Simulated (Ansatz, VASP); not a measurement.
# One calculation of Li2Se, two programs

```xyz
3
Lattice="0.0000 2.3621 2.3621 2.3621 0.0000 2.3621 2.3621 2.3621 0.0000" Properties=species:S:1:pos:R:3 pbc="T T T"
Li    3.5431    3.5431    3.5431
Li    1.1810    1.1810    1.1810
Se    0.0000    0.0000    0.0000
```

Change from the starting cell: volume scaled by 0.5, PAW files.

Alike in both runs: task electric field gradients; functional r2SCAN; k mesh 8 × 8 × 8; occupations fermi-dirac, width 0.03 eV; no spin polarisation.

|  | VASP | Ansatz |
| --- | --- | --- |
| version | VASP 6.6.1 | Ansatz 0.2.0 |
| potentials or method | VASP PAW PBE potentials, release 64 (Li_sv, Se) | PAW with Ansatz's default frozen-core files, scalar-relativistic |
| plane-wave cutoff (eV) | 720 | 500 |
| valence electrons in the cell | 12 | 22 |

Ansatz gave:

* gap on the k mesh at the Fermi level (eV): 1.98
* pressure (GPa): 99.0

Q: What did VASP give for the same quantities?

A: gap on the k mesh at the Fermi level (eV): 1.94; pressure (GPa): 103.3.

VASP's potentials were made for PBE, not for r2SCAN. Both programs put the cell under a high pressure, so it lies far from rest at this level. The functional is the same, so the differences come from potentials, cutoffs and numerics. VASP's potentials hold 12 valence electrons a cell and Ansatz's 22, so a difference there can come from the potentials and not from the codes.

Noted on VASP's run: the cell as given lies far from equilibrium.
